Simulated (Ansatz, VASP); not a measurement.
## Two plane-wave programs on TePb4Se3

```
Te Pb Se
1.0
     4.47167    0.00000    0.00000
     0.00000    4.47167    0.00000
     0.00000    0.00000   12.63381
Te Pb Se
1 4 3
Direct
  0.50000 0.50000 0.50000
  0.00000 0.00000 0.00000
  0.50000 0.50000 0.24213
  0.00000 0.00000 0.50000
  0.50000 0.50000 0.75787
  0.00000 0.00000 0.24756
  0.00000 0.00000 0.75244
  0.50000 0.50000 0.00000
```

Alike in both runs: functional PBE; k mesh 4 × 4 × 2; occupations gaussian, width 0.1 eV; no spin polarisation.

Ansatz relaxed the structure, and its values are those at the end. VASP's run is a single point on that final structure, the one shown.

```csv
,VASP,Ansatz
version,VASP 6.6.1,Ansatz 0.2.0
potentials or method,"VASP PAW PBE potentials, release 64 (Te, Pb_d, Se), cutoff 520 eV","scalar-relativistic, plane waves, PAW"
valence electrons in the cell,80,120
```

|  | VASP | Ansatz | Ansatz less VASP |
| --- | --- | --- | --- |
| gap on the k mesh at the Fermi level (eV) | 0.28 | 0.27 | -0.003 |
| least direct gap on the mesh (eV) | 0.28 | 0.27 | -0.003 |
| pressure (GPa) | -0.1 | -0.1 | +0.02 |
| rms of the force components (eV/Å) | 0.005 | 0.005 | -0.0004 |

With one functional, cell and mesh, what is left measures potentials, basis and numerics. VASP's potentials hold 80 valence electrons a cell and Ansatz's 120, so a difference there can come from the potentials and not from the codes.

Neither program's run includes spin-orbit coupling.
